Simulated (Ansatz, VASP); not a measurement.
**One calculation of TiGa2Se4, two programs**

The input POSCAR:

```
TiGa2Se4
1.0
    0.0000000000      5.6035743200      0.0000000000
    5.6035743200      0.0000000000      0.0000000000
    2.8017866600      2.8017866600     -5.2347506800
Se Ga Ti
4 2 1
Direct
    0.3900000000      0.3800000000      0.7400000000
    0.6200000000      0.1300000000      0.2600000000
    0.8700000000      0.8800000000      0.7400000000
    0.1200000000      0.6100000000      0.2600000000
    0.7500000000      0.2500000000      0.5000000000
    0.5000000000      0.5000000000      0.0000000000
    0.0000000000      0.0000000000      0.0000000000
```

Contents of INCAR.step1:

```
PREC = Accurate
ENCUT = 520
ISMEAR = 1
SIGMA = 0.015
LREAL = F
LASPH = T
NELM = 80
NBANDS = 40
GGA = PE
ALGO = Normal
EDIFF = 1E-4
LWAVE = T
LCHARG = F
```

Contents of INCAR.step2:

```
PREC = Accurate
ENCUT = 520
EDIFF = 1E-6
ISMEAR = 1
SIGMA = 0.015
LREAL = F
LASPH = T
NELM = 80
ALGO = Normal
ISIF = 2
LWAVE = F
LCHARG = T
METAGGA = R2SCAN
LMIXTAU = T
LELF = T
LVHAR = T
NBANDS = 40
ISTART = 1
```

The input KPOINTS:

```
Automatic mesh
0
Gamma
  5 5 5
```

Input for Ansatz:

```yaml
crystal:
  lattice:
    - [0.0, 5.60357432, 0.0]
    - [5.60357432, 0.0, 0.0]
    - [2.80178666, 2.80178666, -5.23475068]
  atoms:
    - { symbol: Se, position: [0.39, 0.38, 0.74] }
    - { symbol: Se, position: [0.62, 0.13, 0.26] }
    - { symbol: Se, position: [0.87, 0.88, 0.74] }
    - { symbol: Se, position: [0.12, 0.61, 0.26] }
    - { symbol: Ga, position: [0.75, 0.25, 0.5] }
    - { symbol: Ga, position: [0.5, 0.5, 0.0] }
    - { symbol: Ti, position: [0.0, 0.0, 0.0] }
  symmetry: { tolerance: 0.0003 }
kpoints:
  mp_grid: { grid: [5, 5, 5], shift: [0, 0, 0] }
  band_path:
    path:
      - [0.0, 0.0, 0.0]
      - [0.5, -0.5, 0.0]
      - [0.5, -0.5, 0.25]
      - [0.0, -0.5, 0.0]
      - [0.0, 0.0, 0.0]
      - [0.0, 0.0, 0.5]
      - [0.0, -0.35676529, 0.32161736]
      - [0.0, -0.64323471, -0.32161736]
      - [0.0, 0.0, 0.0]
      - [0.5, -0.5, 0.0]
      - [0.35676529, -0.64323471, -0.14323471]
    npoints: 6
magnetization:
  spin_polarized: false
scf:
  occupations: { method: cold, width: 0.015 }
  lower_state_search: "off"
  max_iter: 200
hamiltonian:
  pseudopotentials: { kind: paw }
  xc: r2scan
basis:
  ecutwfc: 500
  fft_grid_basis: typed
output:
  forces: true
  stress: true
  eigenvalues: true
  bader: true
  populations: true
  elf: true
  write_potential: true
  volumetric_format: npy
  dos:
    e_range: [-12, 8]
    de: 0.05
    projected: { site_lists: { Ga: [Ga], Se: [Se], Ti: [Ti] } }
checkpoint:
  read: saved_state
```

Alike in both runs: task single point; functional r2SCAN; k mesh 5 × 5 × 5; no spin polarisation.

|  | VASP | Ansatz |
| --- | --- | --- |
| version | VASP 6.6.1 | Ansatz 0.2.0 |
| potentials or method | VASP PAW PBE potentials, release 64 (Se, Ga_d, Ti_sv), cutoff 520 eV | PAW plane waves |
| occupations | methfessel-paxton of order 1, width 0.015 eV | cold, width 0.015 eV |
| valence electrons in the cell | 62 | 102 |

|  | VASP | Ansatz | Ansatz less VASP |
| --- | --- | --- | --- |
| pressure (GPa) | 8.5 | 8.3 | -0.16 |
| traceless stress, the component that is largest in VASP (GPa) | -0.38 | -0.35 | +0.027 |
| rms of the force components (eV/Å) | 0.494 | 0.487 | -0.0064 |

VASP's potentials were made for PBE, not for r2SCAN. Atom by atom the forces differ by 0.007 eV/Å (rms over components). VASP's potentials hold 62 valence electrons a cell and Ansatz's 102, so a difference there can come from the potentials and not from the codes. Ansatz's warnings: structure snapped to symmetry.
